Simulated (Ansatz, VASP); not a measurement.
Two plane-wave programs on CsH

File POSCAR:

```
CsH
1.0
    0.0000000000      3.1880000000      3.1880000000
    3.1880000000      0.0000000000      3.1880000000
    3.1880000000      3.1880000000      0.0000000000
Cs H
1 1
Direct
    0.0000000000      0.0000000000      0.0000000000
    0.5000000000      0.5000000000      0.5000000000
```

INCAR.step1

```
ALGO = Normal
EDIFF = 1E-4
ENCUT = 520
GGA = PE
ISMEAR = -1
LASPH = True
LCHARG = False
LREAL = False
LWAVE = True
NELM = 80
PREC = Accurate
SIGMA = 0.02
```

The input INCAR.step2:

```
ALGO = Normal
EDIFF = 1E-6
EDIFFG = -0.01
ENCUT = 520
IBRION = 2
ISIF = 2
ISMEAR = -1
ISTART = 1
LASPH = True
LCHARG = False
LMIXTAU = True
LREAL = False
LWAVE = False
METAGGA = R2SCAN
NELM = 80
NSW = 50
PREC = Accurate
SIGMA = 0.02
```

The input KPOINTS:

```
k-points
0
Gamma
  8 8 8
```

Input for Ansatz:

```yaml
crystal:
  lattice:
    - [0.0, 3.188, 3.188]
    - [3.188, 0.0, 3.188]
    - [3.188, 3.188, 0.0]
  atoms:
    - { symbol: Cs, position: [0.0, 0.0, 0.0] }
    - { symbol: H, position: [0.5, 0.5, 0.5] }
  symmetry: { tolerance: 0.0003 }
hamiltonian:
  xc: r2scan
  pseudopotentials: { kind: paw, azcp: { folder: soft_1 } }
basis:
  ecutwfc: 500
magnetization:
  spin_polarized: false
scf:
  occupations: { method: fermi_dirac, width: 0.02 }
kpoints:
  mp_grid: { grid: [8, 8, 8], shift: [0, 0, 0] }
  band_path:
    path:
      - [0.0, 0.0, 0.0]
      - [0.5, 0.0, 0.5]
      - [0.625, 0.25, 0.625]
      - [0.375, 0.375, 0.75]
      - [0.0, 0.0, 0.0]
      - [0.5, 0.5, 0.5]
      - [0.5, 0.25, 0.75]
      - [0.5, 0.0, 0.5]
    npoints: 10
output:
  forces: true
  stress: true
  eigenvalues: true
  write_potential: true
  elf: true
  volumetric_format: npy
  dos: { e_range: [-12, 8], de: 0.05 }
relax:
  max_steps: 30
```

Alike in both runs: task relaxation of the atoms; functional r2SCAN; k mesh 8 × 8 × 8; occupations fermi-dirac, width 0.02 eV; no spin polarisation.

```csv
,VASP,Ansatz
version,VASP 6.6.1,Ansatz 0.2.0
potentials or method,"VASP PAW PBE potentials, release 64 (Cs_sv, H), cutoff 520 eV",PAW plane waves
valence electrons in the cell,10,10
```

VASP gave:

```
gap on the k mesh at the Fermi level, each at its own relaxed structure (eV) : 2.66
```

Task: Estimate Ansatz's values.

Result: gap on the k mesh at the Fermi level, each at its own relaxed structure (eV): 2.68.

VASP's potentials were made for PBE, not for r2SCAN. Ansatz's warnings: stress scf threshold loose.

Neither program's run includes spin-orbit coupling. Noted on VASP's run: the relaxation stopped at its first step, so nothing moved.
